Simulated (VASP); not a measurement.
Wanted: the native input for a VASP 6.6.1 run.

| Item | Value |
| --- | --- |
| Task | single point |
| Functional | PBE |
| Potentials or basis | VASP PAW PBE potentials, release 64 (Co) |
| Cutoff | 520 eV |
| k mesh | 15 × 15 × 15 |
| Occupations | fermi-dirac, width 0.05 eV |
| Spin | collinear spin, ferromagnetic start |
| Starting moments | [1.7, 1.7] μB |
| Dipole correction | no |
| k mesh for the DOS | 23 × 23 × 23 |
| Occupations for the DOS | tetrahedron |
| Further INCAR settings | ALGO = Normal; EDIFF = 1e-06 |

Crystal: Co.

```xyz
2
Lattice="0.0000 2.4694 2.4694 2.4694 0.0000 2.4694 2.4694 2.4694 0.0000" Properties=species:S:1:pos:R:3 pbc="T T T"
Co   -0.6174   -0.6174   -0.6174
Co    0.6174    0.6174    0.6174
```

This isn't the form of Co at room conditions, which is hcp.

The input as run:

POSCAR

```
Co
1.0
    0.0000000000      2.4694362903      2.4694362903
    2.4694362903      0.0000000000      2.4694362903
    2.4694362903      2.4694362903      0.0000000000
Co
2
Direct
   -0.1250000000     -0.1250000000     -0.1250000000
    0.1250000000      0.1250000000      0.1250000000
```

INCAR.step1

```
SYSTEM = Co
  PREC = Accurate
  ENCUT = 520
  EDIFF = 1E-6
  ISMEAR = -1
  SIGMA = 0.05
  LREAL = .False.
  LASPH = .True.
  NELM = 150
  ALGO = Normal
  ISIF = 2
  LWAVE = .False.
  LCHARG = .True.
  ISPIN = 2
  MAGMOM = 1.7 1.7
  LMAXMIX = 4
  GGA = PE
  NBANDS = 20
```

KPOINTS.step1

```
regular mesh
0
Gamma
  15 15 15
  0 0 0
```

INCAR.step2

```
SYSTEM = Co
  PREC = Accurate
  ENCUT = 520
  EDIFF = 1E-6
  ISMEAR = -5
  SIGMA = 0.05
  LREAL = .False.
  LASPH = .True.
  NELM = 150
  ALGO = Normal
  ISIF = 2
  LWAVE = .False.
  LCHARG = .False.
  ISPIN = 2
  MAGMOM = 1.7 1.7
  LORBIT = 10
  LMAXMIX = 4
  GGA = PE
  NEDOS = 1001
  ICHARG = 11
```

KPOINTS.step2

```
regular mesh
0
Gamma
  23 23 23
  0 0 0
```

Potentials or basis: VASP PAW PBE potentials, release 64 (Co).

Launch:

```sh
$ cat potpaw_PBE.64/Co/POTCAR > POTCAR
$ cp INCAR.step1 INCAR
$ cp KPOINTS.step1 KPOINTS
$ mpirun -np 1 vasp_std > vasp.out
$ cp INCAR.step2 INCAR
$ cp KPOINTS.step2 KPOINTS
$ mpirun -np 1 vasp_std > vasp.out
```

Results of the run:

The net moment is 1.88 μB per cell. The site moments are Co +0.91 μB and the valence electrons inside the program's atomic spheres are Co 8.32.

Run time: 6.9 min on 1 thread of AMD EPYC 7R43 64-Core Processor (Zen 3) (shared host), peak memory 0.32 GiB.
